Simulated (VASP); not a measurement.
# TiSi16 (a cell with a defect) in VASP: relaxation of the atoms with PBE+D3(BJ)

Aim: the relaxation of the atoms of TiSi16 (a cell with a defect) with PBE+D3(BJ).

All numbers are computed with VASP 6.6.1; they aren't measurements. Logs are shortened: lines on timing, memory, paths and dates and some standing lists are left out, and cuts for length are marked.

### 1 The cell of the first run

The cell holds a defect, 17 atoms: a = 7.679 Å, b = 7.679 Å, c = 7.679 Å, α = 60.00°, β = 60.00°, γ = 60.00°.

### 2 Relaxation of the atoms, PBE+D3(BJ)

The input, INCAR:

```
PREC = Accurate ; ENCUT = 520
EDIFF = 1E-6 ; ISMEAR = 0
SIGMA = 0.02 ; LREAL = Auto
LASPH = True ; NELM = 60
ALGO = Normal ; ISIF = 2
LWAVE = False ; LCHARG = False
GGA = PE ; IVDW = 12
IBRION = 2 ; NSW = 80
EDIFFG = -0.03
```

The input, KPOINTS:

```
regular mesh
0
Gamma
  2 2 2
```

The input, POSCAR:

```
TiSi16
1.0
    0.0000000000      5.4300000000      5.4300000000
    5.4300000000      0.0000000000      5.4300000000
    5.4300000000      5.4300000000      0.0000000000
Si Ti
16 1
Direct
    0.0000000000      0.0000000000      0.0000000000
    0.1250000000      0.1250000000      0.1250000000
    0.0000000000      0.0000000000      0.5000000000
    0.1250000000      0.1250000000      0.6250000000
    0.0000000000      0.5000000000      0.0000000000
    0.1250000000      0.6250000000      0.1250000000
    0.0000000000      0.5000000000      0.5000000000
    0.1250000000      0.6250000000      0.6250000000
    0.5000000000      0.0000000000      0.0000000000
    0.6250000000      0.1250000000      0.1250000000
    0.5000000000      0.0000000000      0.5000000000
    0.6250000000      0.1250000000      0.6250000000
    0.5000000000      0.5000000000      0.0000000000
    0.6250000000      0.6250000000      0.1250000000
    0.5000000000      0.5000000000      0.5000000000
    0.6250000000      0.6250000000      0.6250000000
    0.3753601300     -0.1162726000      0.3721223100
```

Potentials or basis: VASP PAW PBE potentials, release 64 (Si, Ti_sv).

On the command line:

```sh
$ cat potpaw_PBE.64/Si/POTCAR potpaw_PBE.64/Ti_sv/POTCAR > POTCAR
$ mpirun -np 1 vasp_std > vasp.out
```

OUTCAR:

```text
PREC = Accurate
   ENCUT = 520
   EDIFF = 1E-6
   ISMEAR = 0
   LREAL = Auto
   LASPH = True
   NELM = 60
   ISIF = 2
   GGA = PE
   IVDW = 12
   IBRION = 2
   NSW = 80
   EDIFFG = -0.03
 IVDW          = 12

 ion  position               nearest neighbor table
   1  0.000  0.000  0.000-   2 2.35   4 2.35   6 2.35  10 2.35
   2  0.125  0.125  0.125-   1 2.35   3 2.35   5 2.35   9 2.35  17 2.70
   3  0.000  0.000  0.500-   2 2.35   4 2.35   8 2.35  12 2.35  17 2.35
   4  0.125  0.125  0.625-   1 2.35   3 2.35   7 2.35  11 2.35  17 2.68
   5  0.000  0.500  0.000-   2 2.35   6 2.35   8 2.35  14 2.35
   6  0.125  0.625  0.125-   1 2.35   5 2.35   7 2.35  13 2.35
   7  0.000  0.500  0.500-   4 2.35   6 2.35   8 2.35  16 2.35
   8  0.125  0.625  0.625-   3 2.35   5 2.35   7 2.35  15 2.35  17 2.76
   9  0.500  0.000  0.000-  17 2.33  10 2.35  12 2.35  14 2.35   2 2.35
  10  0.625  0.125  0.125-   1 2.35   9 2.35  11 2.35  13 2.35  17 2.67
  11  0.500  0.000  0.500-  17 2.31  10 2.35  12 2.35  16 2.35   4 2.35
  12  0.625  0.125  0.625-   3 2.35   9 2.35  11 2.35  15 2.35
  13  0.500  0.500  0.000-   6 2.35  10 2.35  14 2.35  16 2.35
  14  0.625  0.625  0.125-   5 2.35   9 2.35  13 2.35  15 2.35  17 2.75
  15  0.500  0.500  0.500-   8 2.35  12 2.35  14 2.35  16 2.35  17 2.41
  16  0.625  0.625  0.625-   7 2.35  11 2.35  13 2.35  15 2.35  17 2.73
  17  0.375  0.884  0.372-  11 2.31   9 2.33   3 2.35  15 2.41  10 2.67   4 2.68   2 2.70  16 2.73
                            14 2.75   8 2.76

  LATTYP: Found a face centered cubic cell.
 ALAT       =    10.8600000000

  Lattice vectors:

 A1 = (   0.0000000000,   5.4300000000,   5.4300000000)
 A2 = (   5.4300000000,   0.0000000000,   5.4300000000)
 A3 = (   5.4300000000,   5.4300000000,   0.0000000000)

Analysis of symmetry for initial positions (statically):
=====================================================================
 Subroutine PRICEL returns:
 Original cell was already a primitive cell.

 Routine SETGRP: Setting up the symmetry group for a
 face centered cubic supercell.

 Subroutine GETGRP returns: Found  1 space group operations
 (whereof  1 operations were pure point group operations)
 out of a pool of 48 trial point group operations.

The static configuration has the point symmetry C_1 .

Analysis of symmetry for dynamics (positions and initial velocities):
=====================================================================
 Subroutine PRICEL returns:
 Original cell was already a primitive cell.

 Routine SETGRP: Setting up the symmetry group for a
 face centered cubic supercell.

 Subroutine GETGRP returns: Found  1 space group operations
 (whereof  1 operations were pure point group operations)
 out of a pool of 48 trial point group operations.

The dynamic configuration has the point symmetry C_1 .

 Subroutine INISYM returns: Found  1 space group operations
 (whereof  1 operations are pure point group operations),
 and found     1 'primitive' translations

[... 90 lines left out ...]
   number of dos      NEDOS =    301   number of ions     NIONS =     17
   total plane-waves  NPLWV = 216000
   dimension x,y,z NGX =    60 NGY =   60 NGZ =   60
   dimension x,y,z NGXF=   120 NGYF=  120 NGZF=  120
   ions per type =              16   1
   NGX,Y,Z   is equivalent  to a cutoff of  12.99, 12.99, 12.99 a.u.
   NGXF,Y,Z  is equivalent  to a cutoff of  25.98, 25.98, 25.98 a.u.
 SYSTEM =  unknown system
   PREC   = accura    normal or accurate (medium, high low for compatibility)
   ISTART =      0    job   : 0-new  1-cont  2-samecut
   ICHARG =      2    charge: 1-file 2-atom 10-const
   ISPIN  =      1    spin polarized calculation?
   LNONCOLLINEAR =      F non collinear calculations
   LSORBIT =      F    spin-orbit coupling
   LASPH  =      T    aspherical Exc in radial PAW
   ENCUT  =  520.0 eV  38.22 Ry    6.18 a.u.  14.28 14.28 14.28*2*pi/ulx,y,z
   NELM   =     60;   NELMIN=  2; NELMDL= -5     # of ELM steps
   EDIFF  = 0.1E-05   stopping-criterion for ELM
   LREAL  =      T    real-space projection
   EDIFFG = -.3E-01   stopping-criterion for IOM
   NSW    =     80    number of steps for IOM
   IBRION =      2    ionic relax: 0-MD 1-quasi-New 2-CG
   NFREE  =      1    steps in history (QN), initial steepest desc. (CG)
   ISIF   =      2    stress and relaxation
   ISYM   =      2    0-nonsym 1-usesym 2-fastsym
   POTIM  = 0.5000    time-step for ionic-motion
   TEBEG  =    0.0;   TEEND  =   0.0 temperature during run
   PSTRESS=    0.0 pullay stress
   NELECT =      76.0000    total number of electrons
   NUPDOWN=      -1.0000    fix difference up-down
   EMIN   =  10.00;   EMAX   =-10.00  energy-range for DOS
   EFERMI =   0.00;   METHOD = LEGACY
   ISMEAR =     0;   SIGMA  =   0.02  broadening in eV -4-tet -1-fermi 0-gaus
   EFERMI_NEDOS =   21; number of points for ismear=-14 and -15
   IALGO  =     38    algorithm
   IMIX   =      4    mixing-type and parameters
     AMIX     =   0.40;   BMIX     =  1.00
     AMIX_MAG =   1.60;   BMIX_MAG =  1.00
  volume/ion in A,a.u.               =      18.84       127.11
  Fermi-wavevector in a.u.,A,eV,Ry     =   1.013607  1.915439 13.978610  1.027399
  Thomas-Fermi vector in A             =   2.146786
   LORBIT       =      0    0 simple, 1 ext, 2 COOP (PROOUT), +10 PAW based schemes
   GGA     = PE    functional components
   LHFCALC =     F    Hartree Fock is set to
   AEXX    =    0.0000 exact exchange contribution
   IVDW    =    12    specifies the selected vdW correction
   LEPSILON=     F    determine dielectric tensor
   LRPA    =     F    only Hartree local field effects (RPA)
 conjugate gradient relaxation of ions
 non-spin polarized calculation
 Gauss-broadening in eV      SIGMA  =   0.02
  energy-cutoff  :      520.00
  volume of cell :      320.21
 maximum number of plane-waves:      8646
 NGX is ok and might be reduce to    60
   NGX = 29   NGY = 29   NGZ = 29

--------------------------------------- Ionic step        1  -------------------------------------------

 number of electron      76.0000003 magnetization

 Free energy of the ion-electron system (eV)
  ---------------------------------------------------
  ext. energy  EPLUGINS =         0.00000000
  ---------------------------------------------------
  free energy    TOTEN  =       -91.78634903 eV

  energy without entropy =      -91.77211574  energy(sigma->0) =      -91.77923239

------------------------ aborting loop because EDIFF is reached ----------------------------------------

 Edisp (eV)   -5.83790

 E8    (eV) :    -2.4420
[... 321 lines left out ...]
--------------------------------------- Ionic step        7  -------------------------------------------

 number of electron      75.9999998 magnetization

 Free energy of the ion-electron system (eV)
  ---------------------------------------------------
  ext. energy  EPLUGINS =         0.00000000
  ---------------------------------------------------
  free energy    TOTEN  =       -92.20264513 eV

  energy without entropy =      -92.19717931  energy(sigma->0) =      -92.19991222

 E-fermi :   6.9443     XC(G=0):  -9.7514

 val. band max:        6.8920117809   @ k =   0.5000   0.0000   0.5000
 cond. band min:       6.9551986767   @ k =   0.5000   0.0000   0.0000
 fundamental gap:      0.0631868958
 Fermi energy:         6.9443496892

 k-point     1 :       0.0000    0.0000    0.0000
  band No.  band energies     occupation
      1     -49.8829      2.00000
      2     -26.2616      2.00000
      3     -26.2574      2.00000
      4     -26.2463      2.00000
      5      -5.7207      2.00000
      6      -3.5114      2.00000
[... 437 lines left out ...]
  FREE ENERGIE OF THE ION-ELECTRON SYSTEM (eV)
  ---------------------------------------------------
  free  energy   TOTEN  =       -98.0404859977 eV

  energy  without entropy=      -98.0350201806  energy(sigma->0) =      -98.03775309

 reached required accuracy - stopping structural energy minimisation
```

OSZICAR:

```text
N       E                     dE             d eps       ncg     rms          rms(c)
DAV:   1     0.365644686614E+03    0.36564E+03   -0.31343E+04   760   0.140E+03
DAV:   2    -0.543630765876E+02   -0.42001E+03   -0.40677E+03   882   0.272E+02
DAV:   3    -0.918163670707E+02   -0.37453E+02   -0.36499E+02  1088   0.721E+01
DAV:   4    -0.945169133319E+02   -0.27005E+01   -0.26451E+01  1152   0.168E+01
[... 60 lines left out ...]
DAV:   1    -0.922025073898E+02    0.37500E-04   -0.11581E-02   931   0.956E-01    0.334E-02
DAV:   2    -0.922026493843E+02   -0.14199E-03   -0.15659E-03   801   0.170E-01    0.204E-02
DAV:   3    -0.922026465351E+02    0.28492E-05   -0.68311E-05  1074   0.445E-02    0.111E-02
DAV:   4    -0.922026452334E+02    0.13017E-05   -0.81453E-06   875   0.150E-02    0.681E-03
DAV:   5    -0.922026451320E+02    0.10132E-06   -0.21501E-06   688   0.818E-03
   7 F= -.98040486E+02 E0= -.98037753E+02  d E =-.157382E-02
```

Wall time 24 min (1 thread of Oxide Virtual Turin-like, shared host); peak memory 0.54 GiB.

Results:

```
Free energy                  : -98.0405 eV
Energy gained by relaxing    : 24.5 meV/atom
Ionic steps                  : 7
Pressure after relaxing      : 1.0 GPa
Largest force after relaxing : 0.024 eV/Å
Band gap on the k mesh       : zero (bands 38 and 39 overlap by 0.42 eV)
Dispersion energy per atom   : -0.343 eV
```

Forces on the atoms (eV/Å):
```
Si   0.004 -0.007  0.000
Si  -0.002  0.001  0.006
Si   0.013 -0.014 -0.009
Si  -0.005  0.005  0.010
Si  -0.005  0.004 -0.007
Si  -0.002  0.002 -0.003
Si  -0.005  0.004 -0.008
Si   0.008 -0.009 -0.007
Si  -0.009 -0.013  0.011
Si   0.006  0.002 -0.008
Si   0.011  0.008  0.010
Si   0.000  0.006  0.005
Si  -0.008  0.006 -0.007
Si  -0.006 -0.013  0.012
Si  -0.006  0.005 -0.004
Si   0.017  0.004  0.017
Ti  -0.009  0.010 -0.017
```

Step by step:
```tsv
step	energy change (eV)	largest force (eV/Å)	pressure (GPa)
1	0.0000	2.1503	1.92
2	-0.4040	0.4961	0.93
3	-0.4059	0.3275	0.95
4	-0.4142	0.2161	0.94
5	-0.4147	0.1165	0.94
6	-0.4162	0.0447	0.95
7	-0.4162	0.0239	0.95
```

Final structure:
```
Si Ti
1.0
     0.00000    5.43000    5.43000
     5.43000    0.00000    5.43000
     5.43000    5.43000    0.00000
Si Ti
16 1
Direct
  0.00172 0.99537 0.00155
  0.12196 0.12824 0.12165
  0.98760 0.00417 0.50412
  0.12207 0.12827 0.62822
  0.00139 0.50179 0.00126
  0.12500 0.62486 0.12506
  0.00144 0.50186 0.49555
  0.12159 0.62242 0.62802
  0.50433 0.00432 0.98696
  0.62825 0.12830 0.12188
  0.50455 0.00449 0.50460
  0.62503 0.12700 0.62432
  0.49551 0.50194 0.00136
  0.62808 0.62252 0.12138
  0.50366 0.48918 0.50361
  0.62811 0.62261 0.62811
  0.37505 0.87638 0.37449
```

Caveat: the k points lie up to 0.50 Å⁻¹ apart.

The gap in the log of VASP goes by the Fermi energy; the results here count the filled bands.